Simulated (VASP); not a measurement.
Set up this calculation in VASP 6.6.1, as the native input.

- Task: single point
- Functional: PBE
- Potentials or basis: VASP PAW PBE potentials, release 64 (Mo_sv, C, O)
- Cutoff: 520 eV
- k mesh: 6 × 6 × 1
- Occupations: gaussian, width 0.1 eV
- Spin: no spin polarisation
- Dipole correction: yes
- Further INCAR settings: ALGO = Normal; EDIFF = 1e-06; NBANDS = 57

The structure of Mo6CO lies in POSCAR:

```
Mo6CO
1.0
    4.4695765303      0.0000000000      0.0000000000
   -2.2347882651      3.8707668194      0.0000000000
    0.0000000000      0.0000000000     22.2595667262
Mo C O
6 1 1
Direct
    0.6666666667      0.3333333333      0.1796980170
    0.3333333333      0.6666666667      0.2206848206
    0.0000000000      0.0000000000      0.2616716241
    0.6666666667      0.3333333333      0.2990464568
    0.3333333333      0.6666666667      0.3355219825
    0.0000000000      0.0000000000      0.3710569405
    0.1666666667      0.3333333333      0.4910053668
    0.1666666667      0.3333333333      0.5431177918
```

The input as run:

INCAR

```
SYSTEM = Mo6CO
PREC     = Accurate       ! precision mode
ENCUT    = 520            ! plane-wave cutoff, eV
EDIFF    = 1E-6           ! SCF threshold, eV
ISMEAR   = 0              ! smearing method
SIGMA    = 0.1            ! smearing width, eV
LREAL    = .False.        ! projectors in reciprocal space
LASPH    = .True.         ! aspherical terms in the spheres
NELM     = 80             ! most SCF steps
ALGO     = Normal         ! electronic algorithm
ISIF     = 2              ! what is computed and relaxed
LWAVE    = .False.        ! write WAVECAR
LCHARG   = .False.        ! write CHGCAR
LDIPOL   = .True.       
IDIPOL   = 3            
DIPOL    = 0.5 0.5 0.338
GGA      = PE             ! functional
NBANDS   = 57             ! bands
```

KPOINTS

```
Automatic mesh
0
Gamma
  6 6 1
  0 0 0
```

Potentials or basis: VASP PAW PBE potentials, release 64 (Mo_sv, C, O).

The run is started by

```sh
$ cat potpaw_PBE.64/Mo_sv/POTCAR potpaw_PBE.64/C/POTCAR potpaw_PBE.64/O/POTCAR > POTCAR
$ mpirun -np 1 vasp_std > vasp.out
```

It gave:

```
Largest force          : 1.633 eV/Å
Band gap on the k mesh : zero (bands 47 and 48 overlap by 0.04 eV)
```

Run time: 12 min on 1 thread of Oxide Virtual Turin-like Processor, on a shared host, peak memory 0.58 GiB.
